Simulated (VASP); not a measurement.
# VSi2 (P6_422) in VASP: a series of runs

The runs below take VSi2 through single point, with PBEsol.

All numbers are computed with VASP 6.6.1; they aren't measurements. Logs are shortened: lines on timing, memory, paths and dates and some standing lists are left out, and cuts for length are marked.

## (1) The cell of the first run

The structure is hexagonal, space group P6_422 (No. 181). Conventional cell: a = 4.423 Å, b = 4.423 Å, c = 6.213 Å, α = 90.00°, β = 90.00°, γ = 120.00°. V (site symmetry 222) has 10 Si at 2.44 to 2.58 Å and 4 V at 3.03 Å within 3.2 Å. Within 3.2 Å of Si (site symmetry 2) lie 9 Si at 2.42 to 3.06 Å and 5 V at 2.44 to 2.58 Å.

## (2) Single point, PBEsol (11.69 Å³/atom)

The input, INCAR:

```
ALGO = Normal
EDIFF = 1E-6
ENCUT = 520
GGA = PS
ISIF = 2
ISMEAR = 0
LASPH = T
LCHARG = F
LREAL = F
LWAVE = F
NBANDS = 42
NELM = 60
PREC = Accurate
SIGMA = 0.1
```

The input, KPOINTS:

```
k-points
0
Gamma
  12 12 6
```

The input, POSCAR:

```
VSi2
1.0
    4.4227210801      0.0000000000      0.0000000000
   -2.2113605401      3.8301888092      0.0000000000
    0.0000000000      0.0000000000      6.2126461244
V Si
3 6
Direct
    0.5000000000      0.0000000000      0.0000000000
    0.5000000000      0.5000000000      0.6666666667
    0.0000000000      0.5000000000      0.3333333333
    0.1635804611      0.3271609221      0.0000000000
    0.8364195389      0.1635804611      0.6666666667
    0.6728390779      0.8364195389      0.3333333333
    0.8364195389      0.6728390779      0.0000000000
    0.1635804611      0.8364195389      0.6666666667
    0.3271609221      0.1635804611      0.3333333333
```

Potentials or basis: VASP PAW PBE potentials, release 64 (V_sv, Si).

Command:

```
> cat potpaw_PBE.64/V_sv/POTCAR potpaw_PBE.64/Si/POTCAR > POTCAR
> mpirun -np 1 vasp_std > vasp.out
```

OUTCAR:

```text
EDIFF = 1E-6
   ENCUT = 520
   GGA = PS
   ISIF = 2
   ISMEAR = 0
   LASPH = T
   LREAL = F
   NELM = 60
   PREC = Accurate

 ion  position               nearest neighbor table
   1  0.500  0.000  0.000-   5 2.44   8 2.44   6 2.44   9 2.44   4 2.54   7 2.54   4 2.54   7 2.54
                             4 2.58   7 2.58
   2  0.500  0.500  0.667-   4 2.44   7 2.44   6 2.44   9 2.44   8 2.54   5 2.54   8 2.54   5 2.54
                             8 2.58   5 2.58
   3  0.000  0.500  0.333-   4 2.44   7 2.44   5 2.44   8 2.44   6 2.54   9 2.54   9 2.54   6 2.54
                             6 2.58   9 2.58
   4  0.164  0.327  0.000-   9 2.42   5 2.42   2 2.44   3 2.44   7 2.51   1 2.54   1 2.54   1 2.58
                             7 2.58   7 2.58   6 3.00   8 3.00   6 3.06   8 3.06
   5  0.836  0.164  0.667-   4 2.42   6 2.42   1 2.44   3 2.44   8 2.51   2 2.54   2 2.54   2 2.58
                             8 2.58   8 2.58   7 3.00   9 3.00   7 3.06   9 3.06
   6  0.673  0.836  0.333-   7 2.42   5 2.42   1 2.44   2 2.44   9 2.51   3 2.54   3 2.54   3 2.58
                             9 2.58   9 2.58   4 3.00   8 3.00   4 3.06   8 3.06
   7  0.836  0.673  0.000-   6 2.42   8 2.42   2 2.44   3 2.44   4 2.51   1 2.54   1 2.54   1 2.58
                             4 2.58   4 2.58   9 3.00   5 3.00   9 3.06   5 3.06
   8  0.164  0.836  0.667-   7 2.42   9 2.42   1 2.44   3 2.44   5 2.51   2 2.54   2 2.54   2 2.58
                             5 2.58   5 2.58   4 3.00   6 3.00   4 3.06   6 3.06
   9  0.327  0.164  0.333-   4 2.42   8 2.42   1 2.44   2 2.44   6 2.51   3 2.54   3 2.54   3 2.58
                             6 2.58   6 2.58   7 3.00   5 3.00   7 3.06   5 3.06

  LATTYP: Found a hexagonal cell.
 ALAT       =     4.4227210801
 C/A-ratio  =     1.4047112653

  Lattice vectors:

 A1 = (   4.4227210801,   0.0000000000,   0.0000000000)
 A2 = (  -2.2113605401,   3.8301888092,   0.0000000000)
 A3 = (   0.0000000000,   0.0000000000,   6.2126461244)

Analysis of symmetry for initial positions (statically):
=====================================================================
 Subroutine PRICEL returns:
 Original cell was already a primitive cell.

 Routine SETGRP: Setting up the symmetry group for a
 hexagonal supercell.

 Subroutine GETGRP returns: Found 12 space group operations
 (whereof  4 operations were pure point group operations)
 out of a pool of 24 trial point group operations.

The static configuration has the point symmetry D_2 .
 The point group associated with its full space group is D_6 .

Analysis of symmetry for dynamics (positions and initial velocities):
=====================================================================
 Subroutine PRICEL returns:
 Original cell was already a primitive cell.

 Routine SETGRP: Setting up the symmetry group for a
[... 134 lines left out ...]
   EMIN   =  10.00;   EMAX   =-10.00  energy-range for DOS
   EFERMI =   0.00;   METHOD = LEGACY
   ISMEAR =     0;   SIGMA  =   0.10  broadening in eV -4-tet -1-fermi 0-gaus
   EFERMI_NEDOS =   21; number of points for ismear=-14 and -15
   IALGO  =     38    algorithm
   IMIX   =      4    mixing-type and parameters
     AMIX     =   0.40;   BMIX     =  1.00
     AMIX_MAG =   1.60;   BMIX_MAG =  1.00
  volume/ion in A,a.u.               =      11.69        78.91
  Fermi-wavevector in a.u.,A,eV,Ry     =   1.379726  2.607304 25.900653  1.903644
  Thomas-Fermi vector in A             =   2.504669
   LORBIT       =      0    0 simple, 1 ext, 2 COOP (PROOUT), +10 PAW based schemes
   GGA     = PS    functional components
   LHFCALC =     F    Hartree Fock is set to
   AEXX    =    0.0000 exact exchange contribution
   IVDW    =     0    specifies the selected vdW correction
   LEPSILON=     F    determine dielectric tensor
   LRPA    =     F    only Hartree local field effects (RPA)
 non-spin polarized calculation
 Gauss-broadening in eV      SIGMA  =   0.10
  energy-cutoff  :      520.00
  volume of cell :      105.24
 maximum number of plane-waves:      2861
 NGX is ok and might be reduce to    36
   NGX = 17   NGY = 17   NGZ = 23

 number of electron      63.0000001 magnetization

 Free energy of the ion-electron system (eV)
  ---------------------------------------------------
  ext. energy  EPLUGINS =         0.00000000
  ---------------------------------------------------
  free energy    TOTEN  =       -68.45154120 eV

  energy without entropy =      -68.42022135  energy(sigma->0) =      -68.43588127

 E-fermi :  12.3580     XC(G=0): -12.6846

 val. band max:       12.3520890785   @ k =   0.4167   0.0000   0.5000
 cond. band min:      12.3601851924   @ k =   0.2500   0.1667   0.0000
 fundamental gap:      0.0080961139
 Fermi energy:        12.3579635339

 k-point     1 :       0.0000    0.0000    0.0000
  band No.  band energies     occupation
      1     -51.1723      2.00000
      2     -51.1489      2.00000
      3     -51.1489      2.00000
      4     -25.3063      2.00000
      5     -25.3063      2.00000
      6     -25.2651      2.00000
[... 1069 lines left out ...]
     41      15.9891      0.00000
     42      16.2454      0.00000

 [... further k-points ...]

------------------------ aborting loop because EDIFF is reached ----------------------------------------

  FORCE on cell =-STRESS in cart. coord.  units (eV):
  Direction    XX          YY          ZZ          XY          YZ          ZX
  --------------------------------------------------------------------------------------
  -------------------------------------------------------------------------------------
  Total        8.8774044      8.8774044      8.9201498     -0.0000000      0.0000000      0.0000000
  in kB      135.1481901    135.1481901    135.7989402     -0.0000000      0.0000000      0.0000000
  external PRESSURE =     135.3651068 kB  Pullay stress =       0.0000000 kB

 VOLUME and BASIS-vectors are now :
 -----------------------------------------------------------------------------
  energy-cutoff  :      520.00
  volume of cell :      105.24
      direct lattice vectors                 reciprocal lattice vectors
     4.422721080  0.000000000  0.000000000     0.226105147  0.130541867  0.000000000
    -2.211360540  3.830188809  0.000000000     0.000000000  0.261083735  0.000000000
     0.000000000  0.000000000  6.212646124     0.000000000  0.000000000  0.160962009

 POSITION                                       TOTAL-FORCE (eV/Angst)
 -----------------------------------------------------------------------------------
      2.21136      0.00000      0.00000        -0.000000     -0.000000     -0.000000
      1.10568      1.91509      4.14176        -0.000000     -0.000000     -0.000000
     -1.10568      1.91509      2.07088        -0.000000     -0.000000      0.000000
      0.00000      1.25309      0.00000        -0.000000      0.002478     -0.000000
      3.33751      0.62654      4.14176        -0.002146      0.001239     -0.000000
      1.12615      3.20364      2.07088        -0.002146     -0.001239      0.000000
      2.21136      2.57710      0.00000         0.000000     -0.002478     -0.000000
     -1.12615      3.20364      4.14176         0.002146     -0.001239     -0.000000
      1.08521      0.62654      2.07088         0.002146      0.001239     -0.000000
 -----------------------------------------------------------------------------------
    total drift:                               -0.000000      0.000000     -0.000001

  FREE ENERGIE OF THE ION-ELECTRON SYSTEM (eV)
  ---------------------------------------------------
  free  energy   TOTEN  =       -68.4515412013 eV

  energy  without entropy=      -68.4202213457  energy(sigma->0) =      -68.43588127
```

OSZICAR:

```text
N       E                     dE             d eps       ncg     rms          rms(c)
DAV:   1     0.707276392245E+03    0.70728E+03   -0.33017E+04  6840   0.151E+03
DAV:   2    -0.229798893104E+02   -0.73026E+03   -0.70542E+03  6402   0.469E+02
DAV:   3    -0.743713895670E+02   -0.51392E+02   -0.49155E+02  8296   0.117E+02
DAV:   4    -0.756424828478E+02   -0.12711E+01   -0.12600E+01  7984   0.179E+01
DAV:   5    -0.756645648657E+02   -0.22082E-01   -0.22052E-01  7852   0.266E+00    0.489E+01
DAV:   6    -0.728853675943E+02    0.27792E+01   -0.10289E+02  8486   0.608E+01    0.187E+01
DAV:   7    -0.694999606500E+02    0.33854E+01   -0.56551E+01  8252   0.487E+01    0.193E+01
DAV:   8    -0.684415589903E+02    0.10584E+01   -0.55899E+00  7918   0.155E+01    0.132E+00
DAV:   9    -0.684528935914E+02   -0.11335E-01   -0.15937E-01  8272   0.190E+00    0.912E-01
DAV:  10    -0.684518434306E+02    0.10502E-02   -0.26641E-03  7344   0.286E-01    0.461E-01
DAV:  11    -0.684515719740E+02    0.27146E-03   -0.48913E-04  8962   0.129E-01    0.479E-02
DAV:  12    -0.684515453215E+02    0.26653E-04   -0.19595E-04  8700   0.805E-02    0.298E-02
DAV:  13    -0.684515416732E+02    0.36483E-05   -0.13628E-05  7388   0.238E-02    0.488E-03
DAV:  14    -0.684515412013E+02    0.47193E-06   -0.81242E-07  4838   0.638E-03
   1 F= -.68451541E+02 E0= -.68435881E+02  d E =-.313199E-01
```

stdout:

```text
POSCAR found type information on POSCAR V Si
 POSCAR found :  2 types and       9 ions
 scaLAPACK will be used
 -----------------------------------------------------------------------------
|                                                                             |
|                                                                             |
|     You enforced a specific xc type in the INCAR file but a different       |
|     I HOPE YOU KNOW WHAT YOU ARE DOING!                                     |
|                                                                             |
 -----------------------------------------------------------------------------

 LDA part: xc-table for (Slater+PW92), standard interpolation
 POSCAR, INCAR and KPOINTS ok, starting setup
 FFT: planning ... GRIDC
 FFT: planning ... GRID_SOFT
 FFT: planning ... GRID
 WAVECAR not read
 entering main loop
```

Wall time 2.4 min (1 thread of Intel Xeon 6975P-C (Granite Rapids), shared host); peak memory 0.39 GiB.

Results:

| Property | Result |
| --- | --- |
| Free energy | -68.4515 eV |
| Pressure | 13.5 GPa |
| Band gap on the k mesh | zero (an odd number of electrons rules out a gap without spin polarisation) |

Forces on the atoms (eV/Å):
```
V    0.000  0.000  0.000
V    0.000  0.000  0.000
V    0.000  0.000  0.000
Si   0.000  0.002  0.000
Si  -0.002  0.001  0.000
Si  -0.002 -0.001  0.000
Si   0.000 -0.002  0.000
Si   0.002 -0.001  0.000
Si   0.002  0.001  0.000
```

Levels at points of the mesh, in eV from the Fermi level:
| k point | band 27 | band 28 | band 29 | band 30 | band 31 | band 32 | band 33 | band 34 | band 35 | band 36 |
| --- | --- | --- | --- | --- | --- | --- | --- | --- | --- | --- |
| (0.00, 0.00, 0.00) | -2.23 | -2.23 | -2.20 | -2.01 | -2.01 | -1.83 | 0.33 | 2.38 | 2.74 | 2.74 |
| (0.50, 0.00, 0.00) | -1.75 | -1.51 | -0.78 | -0.69 | -0.17 | 0.07 | 0.44 | 1.14 | 1.57 | 1.68 |
| (0.00, 0.00, 0.50) | -2.05 | -2.05 | -2.02 | -2.02 | -1.83 | 0.56 | 0.56 | 2.42 | 2.77 | 2.80 |
| (0.50, 0.00, 0.50) | -1.71 | -1.55 | -1.54 | -1.32 | -0.52 | -0.01 | 0.91 | 1.45 | 1.96 | 2.00 |

Caveat: the cell stands under pressure; the PAW data sets were made with another functional, which shifts forces and pressure a little.

(Part 1 of 2 ends here.)
